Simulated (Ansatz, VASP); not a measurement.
MoS2: VASP beside Ansatz

INCAR

```
SYSTEM = MoS2
ALGO = Normal
EDIFF = 1E-7
ENCUT = 520
GGA = PE
ISIF = 2
ISMEAR = 0
IVDW = 12
LASPH = .TRUE.
LCHARG = .FALSE.
LREAL = .FALSE.
LWAVE = .FALSE.
NBANDS = 35
NELM = 60
PREC = Accurate
SIGMA = 0.05
```

File KPOINTS:

```
k-points
0
G
  12 12 4
  0 0 0
```

File POSCAR:

```
MoS2
1.0
    3.2438316594      0.0000000000      0.0000000000
   -1.6219158297      2.8092406226      0.0000000000
    0.0000000000      0.0000000000     11.7280312675
Mo S
2 4
Direct
    0.3333333333      0.6666666667      0.2500000000
    0.6666666667      0.3333333333      0.7500000000
    0.3333333333      0.6666666667      0.6204905688
    0.6666666667      0.3333333333      0.1204905688
    0.3333333333      0.6666666667      0.8795094312
    0.6666666667      0.3333333333      0.3795094312
```

Input for Ansatz:

```yaml
crystal:
  lattice:
    - [3.2438316594, 0.0, 0.0]
    - [-1.6219158297, 2.8092406226, 0.0]
    - [0.0, 0.0, 11.7280312675]
  atoms:
    - { symbol: Mo, position: [0.3333333333, 0.6666666667, 0.25] }
    - { symbol: Mo, position: [0.6666666667, 0.3333333333, 0.75] }
    - { symbol: S, position: [0.3333333333, 0.6666666667, 0.6204905688] }
    - { symbol: S, position: [0.6666666667, 0.3333333333, 0.1204905688] }
    - { symbol: S, position: [0.3333333333, 0.6666666667, 0.8795094312] }
    - { symbol: S, position: [0.6666666667, 0.3333333333, 0.3795094312] }
basis:
  ecutwfc: 420
kpoints:
  mp_grid: { grid: [12, 12, 4] }
hamiltonian:
  xc: pbe
  dispersion: d3bj
scf:
  occupations: { method: gaussian, width: 0.05 }
output:
  forces: true
  stress: true
  eigenvalues: true
```

Change from the starting cell: strain +0.030 along x and y, -0.030 along z, atoms carried along.

Alike in both runs: task single point; functional PBE; dispersion D3(BJ); k mesh 12 × 12 × 4; occupations gaussian, width 0.05 eV; no spin polarisation.

|  | VASP | Ansatz |
| --- | --- | --- |
| version | VASP 6.6.1 | Ansatz 0.2.0 |
| potentials or method | VASP PAW PBE potentials, release 64 (Mo_sv, S), cutoff 520 eV | scalar-relativistic, plane waves, PAW |
| valence electrons in the cell | 52 | 52 |

Ansatz gave:

```
gap on the k mesh at the Fermi level (eV)                     : 0.33
least direct gap on the mesh (eV)                             : 1.36
pressure (GPa)                                                : -3.4
traceless stress, the component that is largest in VASP (GPa) : 6.85
rms of the force components (eV/Å)                            : 0.120
```

**Question.** Estimate VASP's values.

**Answer.** gap on the k mesh at the Fermi level (eV): 0.35; least direct gap on the mesh (eV): 1.37; pressure (GPa): -3.5; traceless stress, the component that is largest in VASP (GPa): 6.83; rms of the force components (eV/Å): 0.114.

Atom by atom the forces differ by 0.006 eV/Å (rms over components).
